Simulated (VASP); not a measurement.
Set up this calculation in VASP 6.6.1, as the native input.

| Quantity | Value |
| --- | --- |
| Task | single point |
| Functional | PBE |
| Potentials or basis | VASP PAW PBE potentials, release 64 (Tl_d, H) |
| Cutoff | 520 eV |
| k mesh | 12 × 12 × 8 |
| Occupations | gaussian, width 0.1 eV |
| Spin | no spin polarisation |
| Dipole correction | no |
| Further INCAR settings | ALGO = Normal; EDIFF = 1e-06; NBANDS = 18 |

The structure of TlH5 lies in POSCAR:

```
TlH5
1.0
    3.6114494462      0.0000000000      0.0000000000
   -1.8057247231      3.1276069649      0.0000000000
    0.0000000000      0.0000000000      4.6001324315
Tl H
1 5
Direct
    0.0000000000      0.0000000000      0.0000000000
    0.3333333333      0.6666666667      0.0000000000
    0.6666666667      0.3333333333      0.0000000000
    0.5000000000      0.0000000000      0.5000000000
    0.5000000000      0.5000000000      0.5000000000
    0.0000000000      0.5000000000      0.5000000000
```

These files were run (other wordings do the same):

INCAR

```
SYSTEM = TlH5
PREC = Accurate
ENCUT = 520
EDIFF = 1E-6
ISMEAR = 0
SIGMA = 0.1
LREAL = .FALSE.
LASPH = .TRUE.
NELM = 80
ALGO = Normal
ISIF = 2
LWAVE = .FALSE.
LCHARG = .FALSE.
GGA = PE
NBANDS = 18
```

KPOINTS

```
Automatic mesh
0
G
  12 12 8
  0 0 0
```

Potentials or basis: VASP PAW PBE potentials, release 64 (Tl_d, H).

Run with:

```console
$ cat potpaw_PBE.64/Tl_d/POTCAR potpaw_PBE.64/H/POTCAR > POTCAR
$ mpirun -np 1 vasp_std > vasp.out
```

Results of the run:

The pressure is -0.2 GPa. The band gap on the k mesh is zero (band 9 reaches 6.34 eV, above the bottom of band 10 at 0.02 eV).

Caveat: spin-orbit coupling is left out, which moves the levels of the heavy elements.

It took 26 s on 1 thread of Intel(R) Xeon(R) 6975P-C (Granite Rapids), with other jobs on the host, peak memory 0.22 GiB.
